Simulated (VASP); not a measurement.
A run of VASP 6.6.1 is set up as follows.

INCAR

```
SYSTEM = Ti
PREC = Accurate
ENCUT = 520
EDIFF = 1E-6
ISMEAR = -1
SIGMA = 0.1
LREAL = .FALSE.
LASPH = .TRUE.
NELM = 100
ALGO = Normal
ISIF = 2
LWAVE = .FALSE.
LCHARG = .FALSE.
GGA = RP
NBANDS = 19
```

File KPOINTS:

```
Automatic mesh
0
G
  20 20 11
  0 0 0
```

POSCAR

```
Ti
1.0
    2.8863381124      0.0000000000      0.0000000000
   -1.4431690562      2.4996421292      0.0000000000
    0.0000000000      0.0000000000      4.5717509232
Ti
2
Direct
    0.3333333333      0.6666666667      0.2500000000
    0.6666666667      0.3333333333      0.7500000000
```

Potentials or basis: VASP PAW PBE potentials, release 64 (Ti_sv).

Launch:

```bash
$ cat potpaw_PBE.64/Ti_sv/POTCAR > POTCAR
$ mpirun -np 1 vasp_std > vasp.out
```

What does it give for the pressure?

9.8 GPa.

Estimate the band gap on the k mesh.

zero (band 12 reaches 9.82 eV, above the bottom of band 13 at 8.70 eV).

Stress tensor (GPa, compression positive):
```
9.71 0.00 0.00
0.00 9.71 0.00
0.00 0.00 9.86
```

Caveat: the PAW data sets were made with another functional, which shifts forces and pressure a little.
